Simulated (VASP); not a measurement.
SnTe, 2 atoms in the cell. The structure is cubic, space group Fm-3m (No. 225). Conventional cell: a = 6.292 Å, b = 6.292 Å, c = 6.292 Å, α = 90.00°, β = 90.00°, γ = 90.00°. Within 4.1 Å of Sn (site symmetry m-3m) lie 6 Te at 3.15 Å. Te (site symmetry m-3m) has 6 Sn at 3.15 Å within 4.1 Å. 

```yaml
Program: VASP 6.6.1
Task: electric field gradients
Functional: PBEsol
Potentials_or_basis: VASP PAW PBE potentials, release 64 (Sn_d, Te)
Cutoff: 520 eV
k_mesh: 11 × 11 × 11
Occupations: fermi-dirac, width 0.08 eV
Spin: no spin polarisation
Dipole_correction: no
Further_INCAR_settings: ALGO = Normal; EDIFF = 1e-08; NBANDS = 17
```

Potentials or basis: VASP PAW PBE potentials, release 64 (Sn_d, Te).

Launch:

```sh
$ cat potpaw_PBE.64/Sn_d/POTCAR potpaw_PBE.64/Te/POTCAR > POTCAR
$ mpirun -np 1 vasp_std > vasp.out
```

Hardware: 1 thread of Intel Xeon 8259CL (shared host).

Problem. Estimate the wall time of this run.

Solution. It took 2.2 min on 1 thread of Intel Xeon 8259CL (shared host), peak memory 0.24 GiB. Counts: scf iterations 16, k points 56.
